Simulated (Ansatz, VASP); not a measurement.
# One calculation of TaAs3, two programs

Contents of INCAR:

```
  PREC = Accurate
  ENCUT = 520
  EDIFF = 1E-6
  ISMEAR = 0
  SIGMA = 0.1
  LREAL = False
  LASPH = True
  NELM = 100
  ALGO = Normal
  ISIF = 2
  LWAVE = False
  LCHARG = False
  GGA = PE
  NBANDS = 36
```

KPOINTS

```
Automatic mesh
0
Gamma
  3 3 4
```

File POSCAR:

```
TaAs3
1.0
    6.1338980269      0.0000000000      0.0000000000
   -3.0669490134      5.3121115155      0.0000000000
    0.0000000000      0.0000000000      4.9233995799
Ta As
2 6
Direct
    0.3333333333      0.6666666667      0.2500000000
    0.6666666667      0.3333333333      0.7500000000
    0.8330000000      0.6660000000      0.2500000000
    0.1670000000      0.8330000000      0.7500000000
    0.3340000000      0.1670000000      0.2500000000
    0.1670000000      0.3340000000      0.7500000000
    0.8330000000      0.1670000000      0.2500000000
    0.6660000000      0.8330000000      0.7500000000
```

Input for Ansatz:

```yaml
crystal:
  lattice:
    - [6.1338980269, 0.0, 0.0]
    - [-3.0669490134, 5.3121115155, 0.0]
    - [0.0, 0.0, 4.9233995799]
  atoms:
    - { symbol: Ta, position: [0.3333333333, 0.6666666667, 0.25] }
    - { symbol: Ta, position: [0.6666666667, 0.3333333333, 0.75] }
    - { symbol: As, position: [0.833, 0.666, 0.25] }
    - { symbol: As, position: [0.167, 0.833, 0.75] }
    - { symbol: As, position: [0.334, 0.167, 0.25] }
    - { symbol: As, position: [0.167, 0.334, 0.75] }
    - { symbol: As, position: [0.833, 0.167, 0.25] }
    - { symbol: As, position: [0.666, 0.833, 0.75] }
basis:
  ecutwfc: 420
kpoints:
  mp_grid: { grid: [3, 3, 4] }
hamiltonian:
  xc: pbe
scf:
  occupations: { method: gaussian, width: 0.1 }
  lower_state_search: "off"
output:
  forces: true
  stress: true
  eigenvalues: true
```

Alike in both runs: task single point; functional PBE; k mesh 3 × 3 × 4; occupations gaussian, width 0.1 eV; no spin polarisation.

```csv
,VASP,Ansatz
version,VASP 6.6.1,Ansatz 0.2.0
potentials or method,"VASP PAW PBE potentials, release 64 (Ta_pv, As), cutoff 520 eV","scalar-relativistic, plane waves, PAW"
valence electrons in the cell,52,116
```

```csv
,VASP,Ansatz,Ansatz less VASP
gap on the k mesh at the Fermi level (eV),none,none,-
pressure (GPa),-9.1,-9.2,-0.09
"traceless stress, the component that is largest in VASP (GPa)",0.20,0.21,+0.012
rms of the force components (eV/Å),0.710,0.712,+0.0015
```

Atom by atom the forces differ by 0.002 eV/Å (rms over components). A gap of «none» marks a metal or a gap that the smearing closes. The functional is the same, so the differences come from potentials, cutoffs and numerics. VASP's potentials hold 52 valence electrons a cell and Ansatz's 116, so a difference there can come from the potentials and not from the codes.

The k mesh is coarse, so the values compare programs but aren't converged. Neither program's run includes spin-orbit coupling.
